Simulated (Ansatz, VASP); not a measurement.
Si in VASP and in Ansatz

```xyz
17
Lattice="0.0000 5.4300 5.4300 5.4300 0.0000 5.4300 5.4300 5.4300 0.0000" Properties=species:S:1:pos:R:3 pbc="T T T"
Si   -0.1170   -0.1182    0.1908
Si    1.3011    1.2974    1.4219
Si    2.4451    2.4404   -0.2786
Si    3.8223    3.8207    1.1044
Si    2.7465    0.0394    2.7502
Si    4.0614    1.4026    4.1162
Si    5.3131    2.9079    2.5960
Si    6.7311    4.1417    4.0093
Si    0.0437    2.7438    2.7498
Si    1.4048    4.0600    4.1166
Si    2.9104    5.3119    2.5960
Si    4.1475    6.7275    4.0094
Si    2.8145    2.8124    5.5258
Si    4.1650    4.1617    6.8738
Si    5.4733    5.4685    5.4566
Si    6.8352    6.8334    6.7739
Si    6.3734    6.3712    9.0844
```

Alike in both runs: functional PBE; k mesh 2 × 2 × 2; occupations gaussian, width 0.05 eV; no spin polarisation.

Ansatz relaxed the structure, and its values are those at the end. VASP's run is a single point on that final structure, the one shown.

```csv
,VASP,Ansatz
version,VASP 6.6.1,Ansatz 0.2.0
potentials or method,"VASP PAW PBE potentials, release 64 (Si), cutoff 520 eV","scalar-relativistic, plane waves, PAW"
valence electrons in the cell,68,68
```

```csv
,VASP,Ansatz,Ansatz less VASP
rms of the force components (eV/Å),0.004,0.004,-0.0004
```

With one functional, cell and mesh, what is left measures potentials, basis and numerics.

The k mesh is coarse, so the values compare programs but aren't converged.
